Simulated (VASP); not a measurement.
# AlP (F-43m) in VASP: G0W0 quasiparticle levels with LDA

Aim: the G0W0 quasiparticle levels of AlP with LDA.

Program: VASP 6.6.1. These are calculated values, not measurements. Logs are shortened: lines on timing, memory, paths and dates and some standing lists are left out, and cuts for length are marked.

### 1 The cell of the first run

It takes space group F-43m (No. 216, cubic). Conventional cell: a = 5.479 Å, b = 5.479 Å, c = 5.479 Å, α = 90.00°, β = 90.00°, γ = 90.00°. Al (site symmetry -43m) has 4 P at 2.37 Å within 3.1 Å. P (site symmetry -43m) has 4 Al at 2.37 Å within 3.1 Å.

### 2 G0W0 quasiparticle levels, LDA

Contents of POSCAR:

```
AlP
1.0
    0.0000000000      2.7392607946      2.7392607946
    2.7392607946      0.0000000000      2.7392607946
    2.7392607946      2.7392607946      0.0000000000
Al P
1 1
Direct
    0.0000000000      0.0000000000      0.0000000000
    0.2500000000      0.2500000000      0.2500000000
```

Contents of INCAR.step1:

```
PREC = Accurate ; ENCUT = 500
EDIFF = 1E-8 ; ISMEAR = 0
SIGMA = 0.01 ; LREAL = F
LASPH = T ; NELM = 80
ALGO = Normal ; LWAVE = T
LCHARG = F ; GGA = CA
```

Contents of INCAR.step2:

```
PREC = Accurate ; ENCUT = 500
EDIFF = 1E-8 ; ISMEAR = 0
SIGMA = 0.01 ; LREAL = F
LASPH = T ; NELM = 1
ALGO = Exact ; LWAVE = T
LCHARG = F ; GGA = CA
NBANDS = 64 ; LOPTICS = T
ISTART = 1
```

Contents of INCAR.step3:

```
PREC = Accurate ; ENCUT = 500
EDIFF = 1E-8 ; ISMEAR = 0
SIGMA = 0.01 ; LREAL = F
LASPH = T ; ALGO = EVGW0
LWAVE = F ; LCHARG = F
GGA = CA ; NELMGW = 1
NBANDS = 64 ; ENCUTGW = 80.0
NOMEGA = 48 ; PRECFOCK = Fast
ISTART = 1 ; NBANDSGW = 12
```

Contents of KPOINTS:

```
regular mesh
0
Gamma
  4 4 4
```

Potentials or basis: VASP PAW LDA potentials, release 64 (Al_GW, P_GW).

Launch:

```console
cat potpaw_LDA.64/Al_GW/POTCAR potpaw_LDA.64/P_GW/POTCAR > POTCAR
cp INCAR.step1 INCAR
mpirun -np 1 vasp_std > vasp.out
cp INCAR.step2 INCAR
mpirun -np 1 vasp_std > vasp.out
cp INCAR.step3 INCAR
mpirun -np 1 vasp_std > vasp.out
```

OUTCAR:

```text
PREC = Accurate
   ENCUT = 500
   EDIFF = 1E-8
   ISMEAR = 0
   LREAL = F
   LASPH = T
   GGA = CA
   NELMGW = 1
   ENCUTGW = 80.0
   PRECFOCK = Fast
   ISTART = 1

 ion  position               nearest neighbor table
   1  0.000  0.000  0.000-   2 2.37   2 2.37   2 2.37   2 2.37
   2  0.250  0.250  0.250-   1 2.37   1 2.37   1 2.37   1 2.37

  LATTYP: Found a face centered cubic cell.
 ALAT       =     5.4785215892

  Lattice vectors:

 A1 = (   0.0000000000,   2.7392607946,   2.7392607946)
 A2 = (   2.7392607946,   0.0000000000,   2.7392607946)
 A3 = (   2.7392607946,   2.7392607946,   0.0000000000)

Analysis of symmetry for initial positions (statically):
=====================================================================
 Subroutine PRICEL returns:
 Original cell was already a primitive cell.

 Routine SETGRP: Setting up the symmetry group for a
 face centered cubic supercell.

 Subroutine GETGRP returns: Found 24 space group operations
 (whereof 24 operations were pure point group operations)
 out of a pool of 48 trial point group operations.

The static configuration has the point symmetry T_d .

Analysis of symmetry for dynamics (positions and initial velocities):
=====================================================================
 Subroutine PRICEL returns:
 Original cell was already a primitive cell.

 Routine SETGRP: Setting up the symmetry group for a
 face centered cubic supercell.

 Subroutine GETGRP returns: Found 24 space group operations
 (whereof 24 operations were pure point group operations)
 out of a pool of 48 trial point group operations.

The dynamic configuration has the point symmetry T_d .

 Subroutine INISYM returns: Found 24 space group operations
 (whereof 24 operations are pure point group operations),
 and found     1 'primitive' translations

----------------------------------------------------------------------------------------

[... 72 lines left out ...]
   LASPH  =      T    aspherical Exc in radial PAW
   ENCUT  =  500.0 eV  36.75 Ry    6.06 a.u.   7.06  7.06  7.06*2*pi/ulx,y,z
   NELM   =     60;   NELMIN=  2; NELMDL=  0     # of ELM steps
   EDIFF  = 0.1E-07   stopping-criterion for ELM
   LREAL  =      F    real-space projection
   EDIFFG = 0.1E-06   stopping-criterion for IOM
   NSW    =      0    number of steps for IOM
   IBRION =     -1    ionic relax: 0-MD 1-quasi-New 2-CG
   NFREE  =      0    steps in history (QN), initial steepest desc. (CG)
   ISIF   =      0    stress and relaxation
   ISYM   =      3    0-nonsym 1-usesym 2-fastsym
   POTIM  = 0.5000    time-step for ionic-motion
   TEBEG  =    0.0;   TEEND  =   0.0 temperature during run
   PSTRESS=    0.0 pullay stress
   NELECT =       8.0000    total number of electrons
   NUPDOWN=      -1.0000    fix difference up-down
   EMIN   =  10.00;   EMAX   =-10.00  energy-range for DOS
   EFERMI =   0.00;   METHOD = LEGACY
   ISMEAR =     0;   SIGMA  =   0.01  broadening in eV -4-tet -1-fermi 0-gaus
   EFERMI_NEDOS =   21; number of points for ismear=-14 and -15
   IALGO  =     38    algorithm
   IMIX   =      4    mixing-type and parameters
     AMIX     =   0.40;   BMIX     =  1.00
     AMIX_MAG =   1.60;   BMIX_MAG =  1.00
  volume/ion in A,a.u.               =      20.55       138.71
  Fermi-wavevector in a.u.,A,eV,Ry     =   0.948698  1.792780 12.245630  0.900028
  Thomas-Fermi vector in A             =   2.076911
   LORBIT       =      0    0 simple, 1 ext, 2 COOP (PROOUT), +10 PAW based schemes
   GGA     = CA    functional components
   LHFCALC =     T    Hartree Fock is set to
   PRECFOCK=fast      Normal, Fast or Accurate (Low or Medium for compatibility)
   ENCUT4O =  -1.0   cutoff for four orbital integrals eV
   NKREDX  =     1    reduce k-point grid by
   NKREDY  =     1    reduce k-point grid by
   NKREDZ  =     1    reduce k-point grid by
   AEXX    =    1.0000 exact exchange contribution
   HFSCREEN=    0.0000 screening length (either q_TF or 0.3 A-1)
   HFSCREENC=   0.0000 screening length for correlation (either q_TF or 0.3 A-1)
   ENCUTFOCK=  -1.0 apply spherical cutoff to Coloumb kernel
   IVDW    =     0    specifies the selected vdW correction
   LEPSILON=     F    determine dielectric tensor
   LRPA    =     F    only Hartree local field effects (RPA)
   LRPAFORCE           =     F    calculate RPA forces
   ENCUTGW             =  80.0    cutoff for response function in eV
   ENCUTGWSOFT         =  64.0    soft cutoff for Coulomb kernel in GW response function in eV
   ENCUTLF             =  -1.0    cutoff for local field effects
   NELMGW              =     1    number of iterations in solving QP/BSE equation
   NELMHF              =     1    number of iterations in the inner HF iteration
   NKREDLFX            =     1    NKREDLFY  =   1   NKREDLFZ  =   1
 non-spin polarized calculation
 Gauss-broadening in eV      SIGMA  =   0.01
  energy-cutoff  :      500.00
  volume of cell :       41.11
 maximum number of plane-waves:      1056
  NGX = 16; NGY = 16; NGZ = 16
   NGX = 15   NGY = 15   NGZ = 15
 maximum number of plane-waves:        70
 NGX is ok and might be reduce to    14

 QP shifts <psi_nk| G(iteration)W_0 |psi_nk>: iteration 1
 for sc-GW calculations column KS-energies equals QP-energies in previous step
 and V_xc(KS)=  KS-energies - (<T + V_ion + V_H > + <T+V_H+V_ion>^1  + <V_x>^1)

 k-point   1 :       0.0000    0.0000    0.0000
  band No.  KS-energies  QP-energies   sigma(KS)   V_xc(KS)     V^pw_x(r,r')   Z            occupation Imag(sigma)

      1      -7.7302      -8.0442     -11.6440     -11.1702     -18.3378       0.6627       2.0000       1.2732
      2       3.7270       3.4635     -12.4135     -12.0668     -14.0725       0.7601       2.0000       0.0660
      3       3.7270       3.4635     -12.4135     -12.0668     -14.0725       0.7601       2.0000       0.0660
      4       3.7270       3.4635     -12.4135     -12.0668     -14.0725       0.7601       2.0000       0.0660
      5       6.7411       7.4291      -9.5882     -10.4857      -5.5650       0.7666       0.0000      -0.0926
      6       8.1517       8.7906      -9.0262      -9.8710      -4.8115       0.7561       0.0000      -0.1019
      7       8.1517       8.7906      -9.0262      -9.8710      -4.8115       0.7561       0.0000      -0.1019
      8       8.1517       8.7906      -9.0262      -9.8710      -4.8115       0.7561       0.0000      -0.1019
      9      12.4765      13.1553      -9.1584     -10.0685      -4.1044       0.7458       0.0000      -0.2157
     10      12.4765      13.1553      -9.1584     -10.0685      -4.1044       0.7458       0.0000      -0.2157
     11      13.6035      14.0019      -7.6922      -8.2212      -2.2903       0.7533       0.0000      -0.3552
     12      15.7407      16.0710      -7.9074      -8.3468      -2.0905       0.7519       0.0000      -0.6025
[... 100 lines left out ...]
      1      -5.3347      -5.5199     -12.5284     -12.2613     -18.5027       0.6934       2.0000       0.8679
      2      -1.2285      -1.6180     -11.1627     -10.6080     -14.5591       0.7022       2.0000       0.2277
      3       0.5339       0.1014     -11.1105     -10.5179     -13.6035       0.7298       2.0000       0.1248
      4       0.8855       0.4873     -10.9500     -10.4102     -13.1911       0.7379       2.0000       0.1077
      5       7.9237       8.3942      -9.1098      -9.7269      -5.1000       0.7623       0.0000      -0.1001
      6       9.4993      10.2488      -9.8404     -10.8480      -5.2334       0.7438       0.0000      -0.1414
      7       9.7061      10.2667      -8.8437      -9.5840      -4.4442       0.7573       0.0000      -0.1284
      8       9.9136      10.4852      -8.7616      -9.5276      -3.8888       0.7462       0.0000      -0.1696
      9      14.7236      15.3205      -9.5485     -10.3748      -3.4019       0.7224       0.0000      -0.5252
     10      15.4846      16.3217     -10.1823     -11.3218      -4.2456       0.7347       0.0000      -0.5231
     11      16.7718      17.3390      -9.3375     -10.0991      -3.1807       0.7447       0.0000      -0.7003
     12      17.7100      18.4786      -9.8709     -10.9229      -3.6221       0.7306       0.0000      -0.7278
```

Wall time 30 s (1 thread of Intel Xeon 6975P-C (Granite Rapids), shared host); peak memory 0.37 GiB.

What came out:

```yaml
Quasiparticle_gap: 2.08 eV
Least_direct_quasiparticle_gap: 3.97 eV
Band_gap_of_the_starting_levels_on_the_mesh: 1.43 eV
Least_direct_gap_of_the_starting_levels_on_the_mesh: 3.01 eV
```

Caveat: the k points lie up to 0.50 Å⁻¹ apart; bands, screening cutoff and mesh are small and nothing is extrapolated, so the quasiparticle values aren't converged.
